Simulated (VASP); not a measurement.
A run of VASP 6.6.1 is set up as follows.

The input INCAR:

```
PREC     = Accurate       # precision mode
ENCUT    = 500            # plane-wave cutoff, eV
EDIFF    = 1E-6           # SCF threshold, eV
ISMEAR   = 0              # smearing method
SIGMA    = 0.02           # smearing width, eV
LREAL    = F              # projectors in reciprocal space
LASPH    = T              # aspherical terms in the spheres
NELM     = 120            # most SCF steps
ALGO     = Normal         # electronic algorithm
ISIF     = 2              # what is computed and relaxed
LWAVE    = F              # write WAVECAR
LCHARG   = T              # write CHGCAR
GGA      = PE             # functional
LELF     = T              # ELF
LVHAR    = T            
NBANDS   = 17             # bands
GGA_COMPAT= F
```

Contents of KPOINTS:

```
regular mesh
0
Gamma
  8 8 8
```

Contents of POSCAR:

```
TePb
1.0
    0.0000000000      3.3921249026      3.3921249026
    3.3921249026      0.0000000000      3.3921249026
    3.3921249026      3.3921249026      0.0000000000
Te Pb
1 1
Direct
    0.5000000000      0.5000000000      0.5000000000
    0.0000000000      0.0000000000      0.0000000000
```

Potentials or basis: VASP PAW PBE potentials, release 64 (Te, Pb_d).

The run is started by

```console
$ cat potpaw_PBE.64/Te/POTCAR potpaw_PBE.64/Pb_d/POTCAR > POTCAR
$ mpirun -np 1 vasp_std > vasp.out
```

Question: Predict the pressure.

Answer: -3.0 GPa.

Question: Estimate the band gap on the k mesh.

Answer: 0.97 eV, direct.

Caveat: spin-orbit coupling is left out, which moves the levels of the heavy elements. A k mesh can miss the band edges.
